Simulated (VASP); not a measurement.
# BN (F-43m) in VASP: a series of runs

Runs on BN. Level: r2SCAN. Tasks: relaxation of the atoms.

Program: VASP 6.6.1. These are calculated values, not measurements. Logs are shortened: lines on timing, memory, paths and dates and some standing lists are left out, and cuts for length are marked.

## 1. The cell of the first run

It takes space group F-43m (No. 216, cubic). Conventional cell: a = 3.535 Å, b = 3.535 Å, c = 3.535 Å, α = 90.00°, β = 90.00°, γ = 90.00°. B (site symmetry -43m) has 4 N at 1.53 Å within 2.0 Å. Within 2.0 Å of N (site symmetry -43m) lie 4 B at 1.53 Å.

## 2. Relaxation of the atoms, r2SCAN

Input file POSCAR:

```
BN
1.0
    0.0000000000      1.7675863600      1.7675863600
    1.7675863600      0.0000000000      1.7675863600
    1.7675863600      1.7675863600      0.0000000000
B N
1 1
Direct
    0.0000000000      0.0000000000      0.0000000000
    0.2500000000      0.2500000000      0.2500000000
```

Input file INCAR.step1:

```
  PREC = Accurate
  ENCUT = 520
  ISMEAR = -1
  SIGMA = 0.02
  LREAL = False
  LASPH = True
  NELM = 100
  GGA = PE
  ALGO = Normal
  EDIFF = 1E-4
  LWAVE = True
  LCHARG = False
```

Input file INCAR.step2:

```
  PREC = Accurate
  ENCUT = 520
  EDIFF = 1E-6
  ISMEAR = -1
  SIGMA = 0.02
  LREAL = False
  LASPH = True
  NELM = 100
  ALGO = Normal
  ISIF = 2
  LWAVE = False
  LCHARG = False
  METAGGA = R2SCAN
  LMIXTAU = True
  IBRION = 2
  NSW = 50
  EDIFFG = -0.01
  ISTART = 1
```

Input file KPOINTS:

```
regular mesh
0
Gamma
  14 14 14
```

Potentials or basis: VASP PAW PBE potentials, release 64 (B, N).

Run with:

```bash
$ cat potpaw_PBE.64/B/POTCAR potpaw_PBE.64/N/POTCAR > POTCAR
$ cp INCAR.step1 INCAR
$ mpirun -np 1 vasp_std > vasp.out
$ cp INCAR.step2 INCAR
$ mpirun -np 1 vasp_std > vasp.out
```

OUTCAR:

```text
PREC = Accurate
   ENCUT = 520
   EDIFF = 1E-6
   ISMEAR = -1
   LREAL = False
   LASPH = True
   NELM = 100
   ISIF = 2
   METAGGA = R2SCAN
   IBRION = 2
   NSW = 50
   EDIFFG = -0.01
   ISTART = 1

 ion  position               nearest neighbor table
   1  0.000  0.000  0.000-   2 1.53   2 1.53   2 1.53   2 1.53
   2  0.250  0.250  0.250-   1 1.53   1 1.53   1 1.53   1 1.53

  LATTYP: Found a face centered cubic cell.
 ALAT       =     3.5351727200

  Lattice vectors:

 A1 = (   0.0000000000,   1.7675863600,   1.7675863600)
 A2 = (   1.7675863600,   0.0000000000,   1.7675863600)
 A3 = (   1.7675863600,   1.7675863600,   0.0000000000)

Analysis of symmetry for initial positions (statically):
=====================================================================
 Subroutine PRICEL returns:
 Original cell was already a primitive cell.

 Routine SETGRP: Setting up the symmetry group for a
 face centered cubic supercell.

 Subroutine GETGRP returns: Found 24 space group operations
 (whereof 24 operations were pure point group operations)
 out of a pool of 48 trial point group operations.

The static configuration has the point symmetry T_d .

Analysis of symmetry for dynamics (positions and initial velocities):
=====================================================================
 Subroutine PRICEL returns:
 Original cell was already a primitive cell.

 Routine SETGRP: Setting up the symmetry group for a
 face centered cubic supercell.

 Subroutine GETGRP returns: Found 24 space group operations
 (whereof 24 operations were pure point group operations)
 out of a pool of 48 trial point group operations.

The dynamic configuration has the point symmetry T_d .

 Subroutine INISYM returns: Found 24 space group operations
 (whereof 24 operations are pure point group operations),
 and found     1 'primitive' translations

----------------------------------------------------------------------------------------

                                     Primitive cell

  volume of cell :      11.0452

  direct lattice vectors                    reciprocal lattice vectors
     0.000000000  1.767586360  1.767586360    -0.282871610  0.282871610  0.282871610
     1.767586360  0.000000000  1.767586360     0.282871610 -0.282871610  0.282871610
     1.767586360  1.767586360  0.000000000     0.282871610  0.282871610 -0.282871610

  length of vectors
     2.499744603  2.499744603  2.499744603     0.489948001  0.489948001  0.489948001

  position of ions in fractional coordinates (direct lattice)
[... 84 lines left out ...]
   NFREE  =      1    steps in history (QN), initial steepest desc. (CG)
   ISIF   =      2    stress and relaxation
   ISYM   =      2    0-nonsym 1-usesym 2-fastsym
   POTIM  = 0.5000    time-step for ionic-motion
   TEBEG  =    0.0;   TEEND  =   0.0 temperature during run
   PSTRESS=    0.0 pullay stress
   NELECT =       8.0000    total number of electrons
   NUPDOWN=      -1.0000    fix difference up-down
   EMIN   =  10.00;   EMAX   =-10.00  energy-range for DOS
   EFERMI =   0.00;   METHOD = LEGACY
   ISMEAR =    -1;   SIGMA  =   0.02  broadening in eV -4-tet -1-fermi 0-gaus
   EFERMI_NEDOS =   21; number of points for ismear=-14 and -15
   IALGO  =     38    algorithm
   IMIX   =      4    mixing-type and parameters
     AMIX     =   0.40;   BMIX     =  1.00
     AMIX_MAG =   1.60;   BMIX_MAG =  1.00
  volume/ion in A,a.u.               =       5.52        37.27
  Fermi-wavevector in a.u.,A,eV,Ry     =   1.470215  2.778304 29.409431  2.161532
  Thomas-Fermi vector in A             =   2.585499
   LORBIT       =      0    0 simple, 1 ext, 2 COOP (PROOUT), +10 PAW based schemes
   METAGGA = R2SCAN    functional components
   LHFCALC =     F    Hartree Fock is set to
   AEXX    =    0.0000 exact exchange contribution
   IVDW    =     0    specifies the selected vdW correction
   LEPSILON=     F    determine dielectric tensor
   LRPA    =     F    only Hartree local field effects (RPA)
 conjugate gradient relaxation of ions
 non-spin polarized calculation
  energy-cutoff  :      520.00
  volume of cell :       11.05
 maximum number of plane-waves:       307
   NGX =  9   NGY =  9   NGZ =  9

 number of electron       7.9999999 magnetization

 Free energy of the ion-electron system (eV)
  ---------------------------------------------------
  ext. energy  EPLUGINS =         0.00000000
  ---------------------------------------------------
  free energy    TOTEN  =       -19.10599997 eV

  energy without entropy =      -19.10599997  energy(sigma->0) =      -19.10599997

 E-fermi :   8.4734     XC(G=0): -14.0057

 val. band max:        8.0896749221   @ k =   0.0000   0.0000   0.0000
 cond. band min:      13.1448241231   @ k =   0.5000   0.5000   0.0000
 fundamental gap:      5.0551492010
 Fermi energy:         8.4734311930

 k-point     1 :       0.0000    0.0000    0.0000
  band No.  band energies     occupation
      1     -14.0006      2.00000
      2       8.0897      2.00000
      3       8.0897      2.00000
      4       8.0897      2.00000
      5      17.9452      0.00000
      6      17.9452      0.00000
      7      17.9452      0.00000
      8      20.3272      0.00000
[... 243 lines left out ...]
 k-point    24 :       0.2857    0.1429    0.0000
  band No.  band energies     occupation
      1     -12.0704      2.00000
      2       2.5782      2.00000
      3       5.4795      2.00000
      4       6.0556      2.00000
      5      17.3788      0.00000
      6      21.3314      0.00000
      7      21.7115      0.00000
      8      22.5059      0.00000

 [... further k-points ...]

------------------------ aborting loop because EDIFF is reached ----------------------------------------

  FORCE on cell =-STRESS in cart. coord.  units (eV):
  Direction    XX          YY          ZZ          XY          YZ          ZX
  --------------------------------------------------------------------------------------
  -------------------------------------------------------------------------------------
  Total        1.9893065      1.9893065      1.9893065      0.0000000      0.0000000      0.0000000
  in kB      288.5628073    288.5628073    288.5628073      0.0000000      0.0000000      0.0000000
  external PRESSURE =     288.5628073 kB  Pullay stress =       0.0000000 kB

 VOLUME and BASIS-vectors are now :
 -----------------------------------------------------------------------------
  energy-cutoff  :      520.00
  volume of cell :       11.05
      direct lattice vectors                 reciprocal lattice vectors
     0.000000000  1.767586360  1.767586360    -0.282871610  0.282871610  0.282871610
     1.767586360  0.000000000  1.767586360     0.282871610 -0.282871610  0.282871610
     1.767586360  1.767586360  0.000000000     0.282871610  0.282871610 -0.282871610

 POSITION                                       TOTAL-FORCE (eV/Angst)
 -----------------------------------------------------------------------------------
      0.00000      0.00000      0.00000        -0.000000     -0.000000     -0.000000
      0.88379      0.88379      0.88379         0.000000      0.000000      0.000000
 -----------------------------------------------------------------------------------
    total drift:                                0.000000      0.000000      0.000000

  FREE ENERGIE OF THE ION-ELECTRON SYSTEM (eV)
  ---------------------------------------------------
  free  energy   TOTEN  =       -19.1059999698 eV

  energy  without entropy=      -19.1059999698  energy(sigma->0) =      -19.10599997

 reached required accuracy - stopping structural energy minimisation
```

OSZICAR.step1:

```text
N       E                     dE             d eps       ncg     rms          rms(c)
DAV:   1     0.921978727770E+01    0.92198E+01   -0.52985E+03  1744   0.999E+02
DAV:   2    -0.182699192543E+02   -0.27490E+02   -0.26468E+02  2280   0.177E+02
DAV:   3    -0.184432687741E+02   -0.17335E+00   -0.17335E+00  1968   0.176E+01
DAV:   4    -0.184433971900E+02   -0.12842E-03   -0.12842E-03  2288   0.412E-01
DAV:   5    -0.184433972166E+02   -0.26525E-07   -0.26525E-07  1648   0.505E-03    0.711E+00
DAV:   6    -0.174796756954E+02    0.96372E+00   -0.33569E+00  2088   0.139E+01    0.354E+00
DAV:   7    -0.173828323641E+02    0.96843E-01   -0.13611E-01  2168   0.351E+00    0.200E+00
DAV:   8    -0.173663037857E+02    0.16529E-01   -0.44908E-02  1936   0.197E+00    0.232E-01
DAV:   9    -0.173665549159E+02   -0.25113E-03   -0.49889E-04  1744   0.262E-01    0.818E-02
DAV:  10    -0.173666206229E+02   -0.65707E-04   -0.12740E-04  2128   0.115E-01
   1 F= -.17366621E+02 E0= -.17366621E+02  d E =-.180073E-12
```

Wall time 40 s (1 thread of Intel Xeon 8259CL, shared host); peak memory 0.12 GiB.

Results:

```
Free energy             : -19.1060 eV
Pressure after relaxing : 28.9 GPa
Band gap on the k mesh  : 5.06 eV (least direct gap 9.86 eV)
```

Final structure:
```
B N
1.0
     0.00000    1.76759    1.76759
     1.76759    0.00000    1.76759
     1.76759    1.76759    0.00000
B N
1 1
Direct
  0.00000 0.00000 0.00000
  0.25000 0.25000 0.25000
```

Caveat: the relaxation stopped at its first step, so nothing moved; the PAW data sets were made with another functional, which shifts forces and pressure a little. r2SCAN opens gaps a little over a GGA but as a rule still falls short of measured ones.

## 3. Relaxation of the atoms, r2SCAN

This run uses another cell than the first one, of 5.64 Å³/atom.

Input file POSCAR:

```
BN
1.0
    0.0000000000      1.7800345600      1.7800345600
    1.7800345600      0.0000000000      1.7800345600
    1.7800345600      1.7800345600      0.0000000000
B N
1 1
Direct
    0.0000000000      0.0000000000      0.0000000000
    0.2500000000      0.2500000000      0.2500000000
```

Input file INCAR.step1:

```
  PREC = Accurate
  ENCUT = 520
  ISMEAR = -1
  SIGMA = 0.02
  LREAL = F
  LASPH = T
  NELM = 60
  GGA = PE
  ALGO = Normal
  EDIFF = 1E-4
  LWAVE = T
  LCHARG = F
```

Input file INCAR.step2:

```
  PREC = Accurate
  ENCUT = 520
  EDIFF = 1E-7
  ISMEAR = -1
  SIGMA = 0.02
  LREAL = F
  LASPH = T
  NELM = 60
  ALGO = Normal
  ISIF = 2
  LWAVE = F
  LCHARG = F
  METAGGA = R2SCAN
  LMIXTAU = T
  IBRION = 2
  NSW = 50
  EDIFFG = -0.01
  ISTART = 1
```

Input file KPOINTS:

```
Automatic mesh
0
Gamma
  14 14 14
```

Potentials or basis: VASP PAW PBE potentials, release 64 (B, N).

Run with:

```bash
$ cat potpaw_PBE.64/B/POTCAR potpaw_PBE.64/N/POTCAR > POTCAR
$ cp INCAR.step1 INCAR
$ mpirun -np 1 vasp_std > vasp.out
$ cp INCAR.step2 INCAR
$ mpirun -np 1 vasp_std > vasp.out
```

Wall time 58 s (1 thread of Intel Xeon 8259CL, shared host); peak memory 0.13 GiB.

It converged, with:

* Free energy: -19.1414 eV
* Pressure after relaxing: 18.8 GPa
* Band gap on the k mesh: 5.03 eV (least direct gap 9.75 eV)

Final structure:
```
B N
1.0
     0.00000    1.78003    1.78003
     1.78003    0.00000    1.78003
     1.78003    1.78003    0.00000
B N
1 1
Direct
  0.00000 0.00000 0.00000
  0.25000 0.25000 0.25000
```

Levels at points of the mesh, in eV from the valence-band top:
```csv
k point,band 2,band 3,band 4,band 5,band 6,band 7
"(0.00, 0.00, 0.00)",0.00,0.00,0.00,9.75,9.75,9.75
"(0.50, 0.00, 0.00)",-11.52,-2.11,-2.11,11.42,11.73,11.73
"(0.50, 0.50, 0.00)",-9.63,-5.34,-5.34,5.03,10.09,20.01
```

Caveat: the relaxation stopped at its first step, so nothing moved; the PAW data sets were made with another functional, which shifts forces and pressure a little.

## 4. Relaxation of the atoms, r2SCAN

This run uses another cell than the first one, of 5.76 Å³/atom.

Input file POSCAR:

```
BN
1.0
    0.0000000000      1.7923110500      1.7923110500
    1.7923110500      0.0000000000      1.7923110500
    1.7923110500      1.7923110500      0.0000000000
B N
1 1
Direct
    0.0000000000      0.0000000000      0.0000000000
    0.2500000000      0.2500000000      0.2500000000
```

Input file INCAR.step1:

```
SYSTEM = BN
PREC     = Accurate       ! precision mode
ENCUT    = 520            ! plane-wave cutoff, eV
ISMEAR   = -1             ! smearing method
SIGMA    = 0.02           ! smearing width, eV
LREAL    = .FALSE.        ! projectors in reciprocal space
LASPH    = .TRUE.         ! aspherical terms in the spheres
NELM     = 80             ! most SCF steps
GGA      = PE             ! functional
ALGO     = Normal         ! electronic algorithm
EDIFF    = 1E-4           ! SCF threshold, eV
LWAVE    = .TRUE.         ! write WAVECAR
LCHARG   = .FALSE.        ! write CHGCAR
```

Input file INCAR.step2:

```
SYSTEM = BN
PREC     = Accurate       ! precision mode
ENCUT    = 520            ! plane-wave cutoff, eV
EDIFF    = 1E-7           ! SCF threshold, eV
ISMEAR   = -1             ! smearing method
SIGMA    = 0.02           ! smearing width, eV
LREAL    = .FALSE.        ! projectors in reciprocal space
LASPH    = .TRUE.         ! aspherical terms in the spheres
NELM     = 80             ! most SCF steps
ALGO     = Normal         ! electronic algorithm
ISIF     = 2              ! what is computed and relaxed
LWAVE    = .FALSE.        ! write WAVECAR
LCHARG   = .FALSE.        ! write CHGCAR
METAGGA  = R2SCAN         ! meta-GGA
LMIXTAU  = .TRUE.       
IBRION   = 2              ! ionic algorithm
NSW      = 50             ! ionic steps
EDIFFG   = -0.01          ! ionic threshold
ISTART   = 1
```

Input file KPOINTS:

```
regular mesh
0
G
  14 14 14
  0 0 0
```

Run with:

```bash
$ cat potpaw_PBE.64/B/POTCAR potpaw_PBE.64/N/POTCAR > POTCAR
$ cp INCAR.step1 INCAR
$ mpirun -np 1 vasp_std > vasp.out
$ cp INCAR.step2 INCAR
$ mpirun -np 1 vasp_std > vasp.out
```

Run time: 70 s. Hardware: 1 thread of Intel Xeon 8259CL, shared host; peak memory 0.13 GiB.

The run converged. Its results:

* Free energy: -19.1628 eV
* Pressure after relaxing: 9.7 GPa
* Band gap on the k mesh: 5.01 eV (least direct gap 9.65 eV)

Final structure:
```cif
data_structure
_symmetry_space_group_name_H-M 'P 1'
_symmetry_Int_Tables_number 1
_cell_length_a 2.5347
_cell_length_b 2.5347
_cell_length_c 2.5347
_cell_angle_alpha 60.000
_cell_angle_beta 60.000
_cell_angle_gamma 60.000
_cell_volume 11.52
loop_
_atom_site_label
_atom_site_type_symbol
_atom_site_fract_x
_atom_site_fract_y
_atom_site_fract_z
_atom_site_occupancy
B1 B 0.00000 0.00000 0.00000 1
N1 N 0.25000 0.25000 0.25000 1
```

Levels at points of the mesh, in eV from the valence-band top:
```csv
k point,band 1,band 2,band 3,band 4,band 5,band 6,band 7,band 8
"(0.00, 0.00, 0.00)",-21.59,0.00,0.00,0.00,9.65,9.65,9.65,11.50
"(0.50, 0.00, 0.00)",-17.17,-11.32,-2.06,-2.06,11.13,11.61,11.61,16.68
"(0.50, 0.50, 0.00)",-15.71,-9.49,-5.23,-5.23,5.01,9.96,19.67,19.67
```

Caveat: the relaxation stopped at its first step, so nothing moved; the PAW data sets were made with another functional, which shifts forces and pressure a little. A k mesh can miss the band edges.

## 5. Relaxation of the atoms, r2SCAN

This run uses another cell than the first one, of 5.88 Å³/atom.

Input file POSCAR:

```
BN
1.0
    0.0000000000      1.8044216300      1.8044216300
    1.8044216300      0.0000000000      1.8044216300
    1.8044216300      1.8044216300      0.0000000000
B N
1 1
Direct
    0.0000000000      0.0000000000      0.0000000000
    0.2500000000      0.2500000000      0.2500000000
```

Input file INCAR.step1:

```
PREC = Accurate
ENCUT = 520
ISMEAR = -1
SIGMA = 0.02
LREAL = F
LASPH = T
NELM = 80
GGA = PE
ALGO = Normal
EDIFF = 1E-4
LWAVE = T
LCHARG = F
```

Input file INCAR.step2:

```
PREC = Accurate
ENCUT = 520
EDIFF = 1E-7
ISMEAR = -1
SIGMA = 0.02
LREAL = F
LASPH = T
NELM = 80
ALGO = Normal
ISIF = 2
LWAVE = F
LCHARG = F
METAGGA = R2SCAN
LMIXTAU = T
IBRION = 2
NSW = 50
EDIFFG = -0.01
ISTART = 1
```

Input file KPOINTS:

```
Automatic mesh
0
Gamma
  14 14 14
```

Run with:

```bash
$ cat potpaw_PBE.64/B/POTCAR potpaw_PBE.64/N/POTCAR > POTCAR
$ cp INCAR.step1 INCAR
$ mpirun -np 1 vasp_std > vasp.out
$ cp INCAR.step2 INCAR
$ mpirun -np 1 vasp_std > vasp.out
```

It took 57 s on 1 thread of Intel Xeon 8259CL, shared host; peak memory 0.13 GiB.

Results (log left out):

```
Free energy             : -19.1715 eV
Pressure after relaxing : 1.4 GPa
Band gap on the k mesh  : 4.98 eV (least direct gap 9.55 eV)
```

Final structure:
```xyz
2
Lattice="0.0000 1.8044 1.8044 1.8044 0.0000 1.8044 1.8044 1.8044 0.0000" Properties=species:S:1:pos:R:3 pbc="T T T"
B     0.0000    0.0000    0.0000
N     0.9022    0.9022    0.9022
```

Levels at points of the mesh, in eV from the valence-band top:
| k point | band 2 | band 3 | band 4 | band 5 | band 6 | band 7 |
| --- | --- | --- | --- | --- | --- | --- |
| (0.00, 0.00, 0.00) | 0.00 | 0.00 | 0.00 | 9.55 | 9.55 | 9.55 |
| (0.50, 0.00, 0.00) | -11.13 | -2.02 | -2.02 | 10.86 | 11.50 | 11.50 |
| (0.50, 0.50, 0.00) | -9.35 | -5.12 | -5.12 | 4.98 | 9.85 | 19.34 |

Caveat: the relaxation stopped at its first step, so nothing moved; the PAW data sets were made with another functional, which shifts forces and pressure a little. r2SCAN opens gaps a little over a GGA but as a rule still falls short of measured ones.

## 6. Overview

```csv
cell,gap on the mesh (eV),pressure (GPa)
"atoms relaxed from a = 2.500 Å, angles 60.0°, 2 atoms",5.06,28.9
"atoms relaxed from a = 2.517 Å, angles 60.0°, 2 atoms",5.03,18.8
"atoms relaxed from a = 2.535 Å, angles 60.0°, 2 atoms",5.01,9.7
"atoms relaxed from a = 2.552 Å, angles 60.0°, 2 atoms",4.98,1.4
```

Alike in all rows: task relaxation of the atoms; level r2SCAN; potentials or basis VASP PAW PBE potentials, release 64 (B, N); no spin polarisation; k mesh 14 × 14 × 14; cutoff (eV) 520; smearing fermi-dirac 0.02 eV.

Caveats: the relaxation stopped at its first step, so nothing moved; the PAW data sets were made with another functional, which shifts forces and pressure a little.

Total energies depend on the potentials used, so only differences within one code and one set of settings carry meaning.
